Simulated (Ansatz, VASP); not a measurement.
## One calculation of P, two programs

```xyz
1
Lattice="2.4020 0.0000 0.0000 0.0000 2.4020 0.0000 0.0000 0.0000 2.4020" Properties=species:S:1:pos:R:3 pbc="T T T"
P     0.0000    0.0000    0.0000
```

Change from the starting cell: volume scaled by 0.95, LAPW.

Alike in both runs: task single point; functional PBE; k mesh 17 × 17 × 17; occupations fermi-dirac, width 0.1 eV; no spin polarisation.

|  | VASP | Ansatz |
| --- | --- | --- |
| version | VASP 6.6.1 | Ansatz 0.2.0 |
| potentials or method | VASP PAW PBE potentials, release 64 (P), cutoff 520 eV | all-electron LAPW, scalar-relativistic |

```csv
,VASP,Ansatz,Ansatz less VASP
pressure (GPa),6.3,6.7,+0.40
```

Ansatz ran all-electron here, and VASP with PAW potentials.
